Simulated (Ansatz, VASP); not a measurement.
# Re: VASP beside Ansatz

File INCAR:

```
SYSTEM = Re
PREC = Accurate
ENCUT = 520
EDIFF = 1E-7
ISMEAR = 0
SIGMA = 0.15
LREAL = .FALSE.
LASPH = .TRUE.
NELM = 60
ALGO = Normal
ISIF = 2
LWAVE = .FALSE.
LCHARG = .TRUE.
GGA = PS
LELF = .TRUE.
LVHAR = .TRUE.
NBANDS = 14
```

File KPOINTS:

```
Automatic mesh
0
G
  18 18 10
  0 0 0
```

POSCAR

```
Re
1.0
    2.7502953086      0.0000000000      0.0000000000
   -1.3751476543      2.3818256051      0.0000000000
    0.0000000000      0.0000000000      4.2656000000
Re
2
Direct
    0.3333333333      0.6666666667      0.2500000000
    0.6666666667      0.3333333333      0.7500000000
```

Input for Ansatz:

```yaml
crystal:
  lattice:
    - [2.7502953086, 0.0, 0.0]
    - [-1.3751476543, 2.3818256051, 0.0]
    - [0.0, 0.0, 4.2656]
  atoms:
    - { symbol: Re, position: [0.3333333333, 0.6666666667, 0.25] }
    - { symbol: Re, position: [0.6666666667, 0.3333333333, 0.75] }
basis:
  ecutwfc: 420
kpoints:
  mp_grid: { grid: [18, 18, 10] }
hamiltonian:
  xc: pbesol
scf:
  occupations: { method: gaussian, width: 0.15 }
output:
  forces: true
  stress: true
  eigenvalues: true
```

Alike in both runs: task single point; functional PBEsol; k mesh 18 × 18 × 10; occupations gaussian, width 0.15 eV; no spin polarisation.

```csv
,VASP,Ansatz
version,VASP 6.6.1,Ansatz 0.2.0
potentials or method,"VASP PAW PBE potentials, release 64 (Re), cutoff 520 eV","scalar-relativistic, plane waves, PAW"
valence electrons in the cell,14,30
```

Ansatz gave:

| Item | Value |
| --- | --- |
| gap on the k mesh at the Fermi level (eV) | none |
| pressure (GPa) | 18.3 |
| traceless stress, the component that is largest in VASP (GPa) | 13.68 |

Q: What did VASP give for the same quantities?

A: gap on the k mesh at the Fermi level (eV): none; pressure (GPa): 18.8; traceless stress, the component that is largest in VASP (GPa): 13.48.

VASP's potentials were made for PBE, not for PBEsol. A gap of «none» marks a metal or a gap that the smearing closes. VASP's potentials hold 14 valence electrons a cell and Ansatz's 30, so a difference there can come from the potentials and not from the codes.

Neither program's run includes spin-orbit coupling.
